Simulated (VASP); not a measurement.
# SiC (P1) in VASP: single point with PBE

Aim: the single point of SiC with PBE.

Program: VASP 6.6.1. These are calculated values, not measurements. Logs are shortened: lines on timing, memory, paths and dates and some standing lists are left out, and cuts for length are marked.

## Step 1: The cell of the first run

The typed cell holds 12 atoms: a = 3.097 Å, b = 3.097 Å, c = 15.200 Å, α = 88.25°, β = 86.50°, γ = 60.00°.

## Step 2: Single point, PBE

INCAR

```
ALGO     = Normal         # electronic algorithm
EDIFF    = 1E-7           # SCF threshold, eV
ENCUT    = 520            # plane-wave cutoff, eV
GGA      = PE             # functional
ISIF     = 2              # what is computed and relaxed
ISMEAR   = 0              # smearing method
LASPH    = True           # aspherical terms in the spheres
LCHARG   = False          # write CHGCAR
LREAL    = False          # projectors in reciprocal space
LWAVE    = False          # write WAVECAR
NBANDS   = 36             # bands
NELM     = 60             # most SCF steps
PREC     = Accurate       # precision mode
SIGMA    = 0.05           # smearing width, eV
```

KPOINTS

```
k-points
0
Gamma
  10 10 2
```

POSCAR

```
SiC
1.0
    2.1898640950     -2.1898640950      0.0000000000
    2.1898640950      0.0000000000     -2.1898640950
    9.4164156084      8.1024971514      8.7594563799
Si C
6 6
Direct
    0.8812600000      0.0000000000      0.3958000000
    0.2645933333      0.3333333333      0.2291333333
    0.4979266667      0.6666666667      0.5624666667
    0.7312600000      1.0000000000      0.8958000000
    0.1145933333      0.3333333333      0.7291333333
    0.6479266667      0.6666666667      0.0624666667
    0.5354266667      0.6666666667      0.4374666667
   -0.0812400000      0.0000000000      0.2708000000
    0.1520933333      0.3333333333      0.6041333333
    0.3854266667      0.6666666667      0.9374666667
   -0.2312400000      0.0000000000      0.7708000000
    0.3020933333      0.3333333333      0.1041333333
```

Potentials or basis: VASP PAW PBE potentials, release 64 (Si, C).

Command:

```sh
$ cat potpaw_PBE.64/Si/POTCAR potpaw_PBE.64/C/POTCAR > POTCAR
$ mpirun -np 1 vasp_std > vasp.out
```

OUTCAR:

```text
EDIFF = 1E-7
   ENCUT = 520
   GGA = PE
   ISIF = 2
   ISMEAR = 0
   LASPH = True
   LREAL = False
   NELM = 60
   PREC = Accurate

 ion  position               nearest neighbor table
   1  0.881  0.000  0.396-   7 1.90   8 1.90   7 1.90   7 1.90   3 3.10   2 3.10   3 3.10   2 3.10
                             3 3.10   2 3.10
   2  0.265  0.333  0.229-   8 1.90  12 1.90   8 1.90   8 1.90   6 3.10   6 3.10   6 3.10   1 3.10
                             1 3.10   1 3.10
   3  0.498  0.667  0.562-   9 1.90   9 1.90   7 1.90   9 1.90   5 3.10   5 3.10   5 3.10   1 3.10
                             1 3.10   1 3.10
   4  0.731  0.000  0.896-  10 1.90  11 1.90  10 1.90  10 1.90   6 2.75   5 3.10   5 3.10   5 3.10

   5  0.115  0.333  0.729-  11 1.90   9 1.90  11 1.90  11 1.90   3 3.10   3 3.10   3 3.10   4 3.10
                             4 3.10   4 3.10
   6  0.648  0.667  0.062-  12 1.90  12 1.90  12 1.90  10 2.11   4 2.75   2 3.10   2 3.10   2 3.10

   7  0.535  0.667  0.437-   1 1.90   3 1.90   1 1.90   1 1.90
   8  0.919  0.000  0.271-   2 1.90   1 1.90   2 1.90   2 1.90
   9  0.152  0.333  0.604-   3 1.90   3 1.90   5 1.90   3 1.90
  10  0.385  0.667  0.937-   4 1.90   4 1.90   4 1.90   6 2.11
  11  0.769  0.000  0.771-   5 1.90   4 1.90   5 1.90   5 1.90
  12  0.302  0.333  0.104-   6 1.90   6 1.90   2 1.90   6 1.90

  LATTYP: Found a base centered monoclinic cell.
 ALAT       =     3.0969355029
 B/A-ratio  =     1.7320508076
 C/A-ratio  =     4.9081564767
 COS(beta)  =    -0.0611227457

  Lattice vectors:

 A1 = (   0.0000000000,   2.1898640950,  -2.1898640950)
 A2 = (  -2.1898640950,   0.0000000000,   2.1898640950)
 A3 = (   9.4164156084,   8.1024971514,   8.7594563799)

Analysis of symmetry for initial positions (statically):
=====================================================================
 Subroutine PRICEL returns:
 Original cell was already a primitive cell.

 Routine SETGRP: Setting up the symmetry group for a
 base centered monoclinic supercell.

 Subroutine GETGRP returns: Found  1 space group operations
 (whereof  1 operations were pure point group operations)
 out of a pool of  4 trial point group operations.

The static configuration has the point symmetry C_1 .

Analysis of symmetry for dynamics (positions and initial velocities):
=====================================================================
 Subroutine PRICEL returns:
 Original cell was already a primitive cell.

 Routine SETGRP: Setting up the symmetry group for a
 base centered monoclinic supercell.

 Subroutine GETGRP returns: Found  1 space group operations
 (whereof  1 operations were pure point group operations)
 out of a pool of  4 trial point group operations.

The dynamic configuration has the point symmetry C_1 .

 Subroutine INISYM returns: Found  1 space group operations
 (whereof  1 operations are pure point group operations),
 and found     1 'primitive' translations

----------------------------------------------------------------------------------------

                                     Primitive cell

  volume of cell :     126.0180

  direct lattice vectors                    reciprocal lattice vectors
     2.189864095 -2.189864095  0.000000000     0.140800214 -0.315849129  0.140800214
     2.189864095  0.000000000 -2.189864095     0.152216448  0.152216448 -0.304432895
     9.416415608  8.102497151  8.759456380     0.038054112  0.038054112  0.038054112

  length of vectors
     3.096935503  3.096935503 15.200244046     0.373376583  0.372852627  0.065911655

  position of ions in fractional coordinates (direct lattice)
     0.881260000  0.000000000  0.395800000
     0.264593333  0.333333333  0.229133333
     0.497926667  0.666666667  0.562466667
     0.731260000  0.000000000  0.895800000
     0.114593333  0.333333333  0.729133333
     0.647926667  0.666666667  0.062466667
     0.535426667  0.666666667  0.437466667
     0.918760000  0.000000000  0.270800000
     0.152093333  0.333333333  0.604133333
     0.385426667  0.666666667  0.937466667
     0.768760000  0.000000000  0.770800000
     0.302093333  0.333333333  0.104133333

  ion indices of the primitive-cell ions
   primitive index   ion index
                 1           1
                 2           2
                 3           3
                 4           4
                 5           5
                 6           6
                 7           7
                 8           8
                 9           9
                10          10
                11          11
                12          12

----------------------------------------------------------------------------------------

 KPOINTS: k-points

Automatic generation of k-mesh.
 Grid dimensions read from file:
 generate k-points for:   10   10    2

 Generating k-lattice:

  Cartesian coordinates                     Fractional coordinates (reciprocal lattice)
     0.014080021 -0.031584913  0.014080021     0.100000000  0.000000000 -0.000000000
     0.015221645  0.015221645 -0.030443290     0.000000000  0.100000000  0.000000000
     0.019027056  0.019027056  0.019027056     0.000000000  0.000000000  0.500000000

  Length of vectors
     0.037337658  0.037285263  0.032955828

  Shift w.r.t. Gamma in fractional coordinates (k-lattice)
     0.000000000  0.000000000  0.000000000

 Subroutine IBZKPT returns following result:
 ===========================================

 Found    104 irreducible k-points:

 Following reciprocal coordinates:
            Coordinates               Weight
  0.000000  0.000000  0.000000      1.000000
  0.100000  0.000000 -0.000000      2.000000
 -0.100000 -0.100000  0.000000      2.000000
  0.200000  0.000000 -0.000000      2.000000
 -0.200000 -0.200000  0.000000      2.000000
  0.300000  0.000000  0.000000      2.000000
[... 16 lines left out ...]
  0.300000  0.400000 -0.000000      2.000000
 -0.200000  0.100000  0.000000      2.000000
 [... further k-points ...]
   k-points           NKPTS =    104   k-points in BZ     NKDIM =    104   number of bands    NBANDS=     36
   number of dos      NEDOS =    301   number of ions     NIONS =     12
   total plane-waves  NPLWV =  69120
   dimension x,y,z NGX =    24 NGY =   24 NGZ =  120
   dimension x,y,z NGXF=    48 NGYF=   48 NGZF=  240
   ions per type =               6   6
   NGX,Y,Z   is equivalent  to a cutoff of  12.88, 12.88, 13.12 a.u.
   NGXF,Y,Z  is equivalent  to a cutoff of  25.77, 25.77, 26.25 a.u.
 SYSTEM =  unknown system
   PREC   = accura    normal or accurate (medium, high low for compatibility)
   ISTART =      0    job   : 0-new  1-cont  2-samecut
   ICHARG =      2    charge: 1-file 2-atom 10-const
   ISPIN  =      1    spin polarized calculation?
   LNONCOLLINEAR =      F non collinear calculations
   LSORBIT =      F    spin-orbit coupling
   LASPH  =      T    aspherical Exc in radial PAW
   ENCUT  =  520.0 eV  38.22 Ry    6.18 a.u.   5.76  5.76 28.26*2*pi/ulx,y,z
   NELM   =     60;   NELMIN=  2; NELMDL= -5     # of ELM steps
   EDIFF  = 0.1E-06   stopping-criterion for ELM
   LREAL  =      F    real-space projection
   EDIFFG = 0.1E-05   stopping-criterion for IOM
   NSW    =      0    number of steps for IOM
   IBRION =     -1    ionic relax: 0-MD 1-quasi-New 2-CG
   NFREE  =      0    steps in history (QN), initial steepest desc. (CG)
   ISIF   =      2    stress and relaxation
   ISYM   =      2    0-nonsym 1-usesym 2-fastsym
   POTIM  = 0.5000    time-step for ionic-motion
   TEBEG  =    0.0;   TEEND  =   0.0 temperature during run
   PSTRESS=    0.0 pullay stress
   NELECT =      48.0000    total number of electrons
   NUPDOWN=      -1.0000    fix difference up-down
   EMIN   =  10.00;   EMAX   =-10.00  energy-range for DOS
   EFERMI =   0.00;   METHOD = LEGACY
   ISMEAR =     0;   SIGMA  =   0.05  broadening in eV -4-tet -1-fermi 0-gaus
   EFERMI_NEDOS =   21; number of points for ismear=-14 and -15
   IALGO  =     38    algorithm
   IMIX   =      4    mixing-type and parameters
     AMIX     =   0.40;   BMIX     =  1.00
     AMIX_MAG =   1.60;   BMIX_MAG =  1.00
  volume/ion in A,a.u.               =      10.50        70.87
  Fermi-wavevector in a.u.,A,eV,Ry     =   1.186709  2.242555 19.160797  1.408279
  Thomas-Fermi vector in A             =   2.322876
   LORBIT       =      0    0 simple, 1 ext, 2 COOP (PROOUT), +10 PAW based schemes
   GGA     = PE    functional components
   LHFCALC =     F    Hartree Fock is set to
   AEXX    =    0.0000 exact exchange contribution
   IVDW    =     0    specifies the selected vdW correction
   LEPSILON=     F    determine dielectric tensor
   LRPA    =     F    only Hartree local field effects (RPA)
 non-spin polarized calculation
 Gauss-broadening in eV      SIGMA  =   0.05
  energy-cutoff  :      520.00
  volume of cell :      126.02
 maximum number of plane-waves:      3414
   NGX = 11   NGY = 11   NGZ = 57

 number of electron      48.0000002 magnetization

 Free energy of the ion-electron system (eV)
  ---------------------------------------------------
  ext. energy  EPLUGINS =         0.00000000
  ---------------------------------------------------
  free energy    TOTEN  =       -89.17726512 eV

  energy without entropy =      -89.17726512  energy(sigma->0) =      -89.17726512

 E-fermi :   8.6107     XC(G=0): -11.3110

 val. band max:        8.3512398814   @ k =   0.0000   0.0000   0.0000
 cond. band min:       8.9118358835   @ k =   0.5000   0.0000   0.0000
 fundamental gap:      0.5605960021
 Fermi energy:         8.6106571076

 k-point     1 :       0.0000    0.0000    0.0000
  band No.  band energies     occupation
      1      -7.3493      2.00000
      2      -6.8244      2.00000
      3      -6.7621      2.00000
      4      -5.3242      2.00000
      5      -5.2541      2.00000
      6      -3.8132      2.00000
[... 28 lines left out ...]
     35      15.3277      0.00000
     36      15.3483      0.00000
[... 866 lines left out ...]
      6      -2.8814      2.00000
[... 28 lines left out ...]
     35      15.7155      0.00000
     36      15.8851      0.00000

 [... further k-points ...]

------------------------ aborting loop because EDIFF is reached ----------------------------------------

  FORCE on cell =-STRESS in cart. coord.  units (eV):
  Direction    XX          YY          ZZ          XY          YZ          ZX
  --------------------------------------------------------------------------------------
  -------------------------------------------------------------------------------------
  Total       -5.7388146      1.7041082      2.1768698      1.0910469      3.4612923     -1.9899043
  in kB      -72.9625561     21.6658145     27.6764451     13.8714309     44.0064285    -25.2993890
  external PRESSURE =      -7.8734322 kB  Pullay stress =       0.0000000 kB

 VOLUME and BASIS-vectors are now :
 -----------------------------------------------------------------------------
  energy-cutoff  :      520.00
  volume of cell :      126.02
      direct lattice vectors                 reciprocal lattice vectors
     2.189864095 -2.189864095  0.000000000     0.140800214 -0.315849129  0.140800214
     2.189864095  0.000000000 -2.189864095     0.152216448  0.152216448 -0.304432895
     9.416415608  8.102497151  8.759456380     0.038054112  0.038054112  0.038054112

 POSITION                                       TOTAL-FORCE (eV/Angst)
 -----------------------------------------------------------------------------------
      5.65686      1.27713      3.46699         0.021498      0.059914      0.044812
      3.46699      1.27713      1.27713        -0.033694      0.162292      0.222865
      7.84672      3.46699      3.46699         0.035100      0.046541      0.042341
     10.03659      5.65686      7.84672        -0.011028      0.017873     -0.344921
      7.84672      5.65686      5.65686         0.016825      0.068259      0.044481
      3.46699     -0.91274     -0.91274        -1.586730      0.996991     -0.325031
      6.75179      2.37206      2.37206        -0.039495     -0.045289     -0.038988
      4.56192      0.18220      2.37206        -0.049233     -0.008221     -0.038338
      6.75179      4.56192      4.56192        -0.019727     -0.067311     -0.044664
     11.13152      6.75179      6.75179         1.571000     -1.056942     -0.030872
      8.94165      4.56192      6.75179         0.099168     -0.239325     -0.076416
      2.37206      0.18220      0.18220        -0.003684      0.065218      0.544730
 -----------------------------------------------------------------------------------
    total drift:                               -0.000231      0.000267     -0.000738

  FREE ENERGIE OF THE ION-ELECTRON SYSTEM (eV)
  ---------------------------------------------------
  free  energy   TOTEN  =       -89.1772651241 eV

  energy  without entropy=      -89.1772651241  energy(sigma->0) =      -89.17726512
```

It took 12 min on 1 thread of AMD EPYC 7R13, shared host; peak memory 0.44 GiB.

Results:

- Free energy: -89.1773 eV
- Pressure: -0.8 GPa
- Largest force: 1.902 eV/Å
- Band gap on the k mesh: 0.56 eV (least direct gap 1.19 eV)

Forces in eV/Å, atoms in the order of the input:
```
Si   0.021  0.060  0.045
Si  -0.034  0.162  0.223
Si   0.035  0.047  0.042
Si  -0.011  0.018 -0.345
Si   0.017  0.068  0.044
Si  -1.587  0.997 -0.325
C   -0.039 -0.045 -0.039
C   -0.049 -0.008 -0.038
C   -0.020 -0.067 -0.045
C    1.571 -1.057 -0.031
C    0.099 -0.239 -0.076
C   -0.004  0.065  0.545
```

Levels at points of the mesh, in eV from the valence-band top:
| k point | band 20 | band 21 | band 22 | band 23 | band 24 | band 25 | band 26 | band 27 | band 28 | band 29 |
| --- | --- | --- | --- | --- | --- | --- | --- | --- | --- | --- |
| (0.00, 0.00, 0.00) | -0.68 | -0.59 | -0.45 | -0.36 | 0.00 | 4.42 | 4.91 | 5.16 | 5.31 | 5.75 |
| (0.50, 0.00, 0.00) | -2.64 | -2.22 | -2.08 | -1.53 | -0.63 | 0.56 | 2.09 | 2.24 | 3.26 | 4.09 |
| (0.50, 0.50, 0.00) | -2.52 | -2.18 | -2.08 | -1.64 | -1.41 | 1.17 | 2.20 | 2.47 | 3.39 | 4.08 |
| (0.00, 0.50, 0.00) | -2.83 | -2.42 | -1.96 | -1.61 | -1.04 | 1.04 | 2.16 | 2.55 | 3.28 | 3.98 |
| (0.00, 0.00, 0.50) | -0.78 | -0.60 | -0.47 | -0.37 | -0.26 | 4.46 | 4.92 | 5.10 | 5.46 | 5.61 |
| (0.50, 0.00, 0.50) | -2.62 | -1.94 | -1.85 | -1.60 | -0.77 | 0.84 | 1.41 | 2.97 | 3.18 | 3.65 |
| (0.50, 0.50, 0.50) | -2.62 | -2.29 | -2.04 | -1.70 | -1.56 | 1.50 | 1.69 | 2.90 | 3.34 | 3.82 |
| (0.00, 0.50, 0.50) | -2.44 | -2.13 | -1.98 | -1.59 | -1.28 | 1.45 | 1.59 | 2.74 | 3.53 | 3.93 |

Caveat: forces of over 1 eV/Å act on the atoms, so gaps and moduli don't describe the material at rest. A k mesh can miss the band edges.
